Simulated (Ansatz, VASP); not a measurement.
**One calculation of GaSb, two programs**

```xyz
2
Lattice="0.0000 3.2778 3.0252 3.0252 0.0000 3.0252 3.0252 3.2778 0.0000" Properties=species:S:1:pos:R:3 pbc="T T T"
Ga    0.0000    0.0000    0.0000
Sb    4.5378    4.9167    4.5378
```

Alike in both runs: task single point; functional PBE; k mesh 14 × 14 × 14; occupations gaussian, width 0.15 eV; no spin polarisation.

|  | VASP | Ansatz |
| --- | --- | --- |
| version | VASP 6.6.1 | Ansatz 0.2.0 |
| potentials or method | VASP PAW PBE potentials, release 64 (Ga_d, Sb), cutoff 520 eV | scalar-relativistic, plane waves, PAW |
| valence electrons in the cell | 18 | 28 |

|  | VASP | Ansatz | Ansatz less VASP |
| --- | --- | --- | --- |
| gap on the k mesh at the Fermi level (eV) | none | none | - |
| pressure (GPa) | 0.0 | 0.0 | -0.06 |
| traceless stress, the component that is largest in VASP (GPa) | -2.51 | -2.52 | -0.005 |

A gap of «none» marks a metal or a gap that the smearing closes. VASP's potentials hold 18 valence electrons a cell and Ansatz's 28, so a difference there can come from the potentials and not from the codes.

Spin-orbit coupling is off throughout.
